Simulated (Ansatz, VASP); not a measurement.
# NaH in VASP and in Ansatz

Contents of INCAR:

```
SYSTEM = NaH
PREC = Accurate ; ENCUT = 500
EDIFF = 1E-6 ; ISMEAR = 0
SIGMA = 0.01 ; LREAL = .False.
LASPH = .True. ; NELM = 120
ALGO = Normal ; ISIF = 2
LWAVE = .False. ; LCHARG = .False.
GGA = PE ; NBANDS = 11
GGA_COMPAT = .False.
```

File KPOINTS:

```
Automatic mesh
0
Gamma
  4 4 4
  0 0 0
```

The input POSCAR:

```
NaH
1.0
    0.0000000000      2.4400000000      2.4400000000
    2.4400000000      0.0000000000      2.4400000000
    2.4400000000      2.4400000000      0.0000000000
Na H
1 1
Direct
    0.0000000000      0.0000000000      0.0000000000
    0.5000000000      0.5000000000      0.5000000000
```

Input for Ansatz:

```yaml
crystal:
  lattice:
    - [0.0, 2.44, 2.44]
    - [2.44, 0.0, 2.44]
    - [2.44, 2.44, 0.0]
  atoms:
    - { symbol: Na, position: [0.0, 0.0, 0.0] }
    - { symbol: H, position: [0.5, 0.5, 0.5] }
basis:
  ecutwfc: 450.0
kpoints:
  mp_grid:
    grid: [4, 4, 4]
hamiltonian:
  xc: pbe
scf:
  occupations:
    method: fixed
output:
  eigenvalues: true
```

Alike in both runs: task single point; functional PBE; k mesh 4 × 4 × 4; no spin polarisation.

|  | VASP | Ansatz |
| --- | --- | --- |
| version | VASP 6.6.1 | Ansatz 0.2.0 |
| potentials or method | VASP PAW PBE potentials, release 64 (Na_pv, H), cutoff 500 eV | plane waves, PAW |
| occupations | gaussian, width 0.01 eV | fixed |
| valence electrons in the cell | 8 | 10 |

|  | VASP | Ansatz | Ansatz less VASP |
| --- | --- | --- | --- |
| gap on the k mesh at the Fermi level (eV) | 3.71 | 3.71 | +0.003 |

VASP's potentials hold 8 valence electrons a cell and Ansatz's 10, so a difference there can come from the potentials and not from the codes.

The k mesh is coarse, so the values compare programs but aren't converged.
